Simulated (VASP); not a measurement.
Input of a VASP 6.6.1 run:

Contents of INCAR:

```
SYSTEM = HfSi3
  PREC = Accurate
  ENCUT = 520
  EDIFF = 1E-6
  ISMEAR = -1
  SIGMA = 0.2361
  LREAL = Auto
  LASPH = .TRUE.
  NELM = 80
  ALGO = Normal
  ISIF = 2
  LWAVE = .FALSE.
  LCHARG = .TRUE.
  GGA = PE
  LELF = .TRUE.
  LVHAR = .TRUE.
  NBANDS = 71
```

KPOINTS

```
Automatic mesh
0
G
  4 3 3
  0 0 0
```

Contents of POSCAR:

```
HfSi3
1.0
    6.7792930000     -0.0738530000     -0.2467120000
   -0.0738530000      7.0813630000     -0.0543890000
   -0.2467120000     -0.0543890000      7.0472650000
Si Hf
15 5
Direct
    0.9470769324      0.9538446049      0.8527632161
    0.6493204697      0.1393324934      0.9236526983
    0.9645462991      0.8040426817      0.5492871438
    0.5773817439      0.9329916720      0.4860702064
    0.3683565933      0.5077131175      0.5458373663
    0.6824152609      0.4578932058      0.6866707021
    0.4316520341      0.9269422441      0.9639974352
    0.9845524441      0.5198307965      0.3564031928
    0.3100801030      0.8693711869      0.6323969365
    0.2801182608      0.7656065736      0.3357010026
    0.2552496532      0.1841717457      0.5947864608
    0.3767051216      0.4848667159      0.9387415082
    0.0625000570      0.4562063240      0.6688869608
    0.0058681842      0.3158906014      0.0595967391
    0.6730499160      0.7001867248      0.9219898100
    0.0670537230      0.6491146300      0.9848747876
    0.7642951334      0.9677476749      0.2007280450
    0.6237397772      0.4760518358      0.2181285418
    0.8626587505      0.1550322090      0.5400999873
    0.3178178158      0.1393566255      0.2255602097
```

Potentials or basis: VASP PAW PBE potentials, release 64 (Si, Hf_pv).

Launch:

```console
$ cat potpaw_PBE.64/Si/POTCAR potpaw_PBE.64/Hf_pv/POTCAR > POTCAR
$ mpirun -np 1 vasp_std > vasp.out
```

Predict the band gap on the k mesh.

zero (bands 55 and 56 overlap by 0.19 eV).

Predict the largest force.

5.700 eV/Å.

Estimate the pressure.

10.9 GPa.

Stress tensor (GPa, compression positive):
```
12.12  1.05  2.76
 1.05 10.20 -0.27
 2.76 -0.27 10.51
```

Caveat: the atoms stand as in a frame of molecular dynamics; spin-orbit coupling is left out, which moves the levels of the heavy elements.
